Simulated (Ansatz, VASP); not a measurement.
## BaO in VASP and in Ansatz

```
CELL_PARAMETERS angstrom
0.00000 2.38216 2.38216
2.38216 0.00000 2.38216
2.38216 2.38216 0.00000
ATOMIC_POSITIONS crystal
Ba 0.00000 0.00000 0.00000
O 0.50000 0.50000 0.50000
```

Change from the starting cell: volume scaled by 0.65, LAPW.

Alike in both runs: task single point; functional PBEsol; k mesh 9 × 9 × 9; occupations fermi-dirac, width 0.03 eV; no spin polarisation.

|  | VASP | Ansatz |
| --- | --- | --- |
| version | VASP 6.6.1 | Ansatz 0.2.0 |
| potentials or method | VASP PAW PBE potentials, release 64 (Ba_sv, O), cutoff 600 eV | all-electron LAPW, scalar-relativistic |

VASP gave:

* pressure (GPa): 94.7

What did Ansatz give for the same quantities?

Pressure (GPa): 83.4.

VASP's potentials were made for PBE, not for PBEsol. The pressures are high and differ by over a tenth, so treat them with care. Ansatz ran all-electron here, and VASP with PAW potentials.

Spin-orbit coupling is off throughout. Noted on VASP's run: the cell as given lies far from equilibrium.
